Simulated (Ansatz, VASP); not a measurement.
# One calculation of GaSb, two programs

```
Ga Sb
1.0
     0.00000    3.09624    3.09624
     3.09624    0.00000    3.09624
     3.09624    3.09624    0.00000
Ga Sb
1 1
Direct
  0.00000 0.00000 0.00000
  0.25000 0.25000 0.25000
```

Alike in both runs: task single point; functional r2SCAN; k mesh 6 × 6 × 6; occupations fermi-dirac, width 0.02 eV; no spin polarisation.

```csv
,VASP,Ansatz
version,VASP 6.6.1,Ansatz 0.2.0
potentials or method,"VASP PAW PBE potentials, release 64 (Ga_d, Sb_d_GW)","plane waves, PAW"
plane-wave cutoff (eV),550,500
valence electrons in the cell,28,28
```

```tsv
	VASP	Ansatz	Ansatz less VASP
pressure (GPa)	-1.5	-1.5	0.00
```

VASP's potentials were made for PBE, not for r2SCAN.

Neither program's run includes spin-orbit coupling.
